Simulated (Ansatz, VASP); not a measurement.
Ta4O: VASP beside Ansatz

INCAR

```
ALGO = Normal ; EDIFF = 1E-7
ENCUT = 520 ; GGA = PS
ISIF = 2 ; ISMEAR = 0
LASPH = T ; LCHARG = F
LREAL = F ; LWAVE = F
NBANDS = 33 ; NELM = 100
PREC = Accurate ; SIGMA = 0.1
```

The input KPOINTS:

```
k-points
0
Gamma
  1 1 1
```

Contents of POSCAR:

```
Ta4O
1.0
    3.2320470291     -0.0152481768      0.0288595295
   -0.0152481768      3.2607564900     -0.0239794059
    0.0656424534     -0.0545423666      7.3830922482
Ta O
4 1
Direct
    0.0557881040      0.0175980815      0.4959207976
    0.5099888585      0.4844793375      0.7830196518
    0.4958958890      0.5104955771      0.2247411169
    0.0271957279      0.0119959521     -0.0099535760
    0.4860972249      0.4512680640      0.5148622201
```

Input for Ansatz:

```yaml
crystal:
  lattice:
    - [3.2320470291, -0.0152481768, 0.0288595295]
    - [-0.0152481768, 3.26075649, -0.0239794059]
    - [0.0656424534, -0.0545423666, 7.3830922482]
  atoms:
    - { symbol: Ta, position: [0.055788104, 0.0175980815, 0.4959207976] }
    - { symbol: Ta, position: [0.5099888585, 0.4844793375, 0.7830196518] }
    - { symbol: Ta, position: [0.495895889, 0.5104955771, 0.2247411169] }
    - { symbol: Ta, position: [0.0271957279, 0.0119959521, -0.009953576] }
    - { symbol: O, position: [0.4860972249, 0.451268064, 0.5148622201] }
basis:
  ecutwfc: 420
kpoints:
  mp_grid: { grid: [1, 1, 1] }
hamiltonian:
  xc: pbesol
scf:
  occupations: { method: gaussian, width: 0.1 }
output:
  forces: true
  stress: true
  eigenvalues: true
```

Change from the starting cell: kmesh displaced: [1, 1, 1] Gamma-centred.

Alike in both runs: task single point; functional PBEsol; k mesh 1 × 1 × 1; occupations gaussian, width 0.1 eV; no spin polarisation.

```csv
,VASP,Ansatz
version,VASP 6.6.1,Ansatz 0.2.0
potentials or method,"VASP PAW PBE potentials, release 64 (Ta_pv, O), cutoff 520 eV","scalar-relativistic, plane waves, PAW"
valence electrons in the cell,50,58
```

Ansatz gave:

```
gap on the k mesh at the Fermi level (eV)                     : 0.04
least direct gap on the mesh (eV)                             : 0.04
pressure (GPa)                                                : 0.4
traceless stress, the component that is largest in VASP (GPa) : 9.20
rms of the force components (eV/Å)                            : 2.103
```

Which values does VASP return?

gap on the k mesh at the Fermi level (eV): 0.04; least direct gap on the mesh (eV): 0.04; pressure (GPa): 1.4; traceless stress, the component that is largest in VASP (GPa): 9.28; rms of the force components (eV/Å): 2.125.

VASP's potentials were made for PBE, not for PBEsol. Atom by atom the forces differ by 0.033 eV/Å (rms over components). VASP's potentials hold 50 valence electrons a cell and Ansatz's 58, so a difference there can come from the potentials and not from the codes.

The k mesh is coarse, so the values compare programs but aren't converged. Spin-orbit coupling is off throughout.
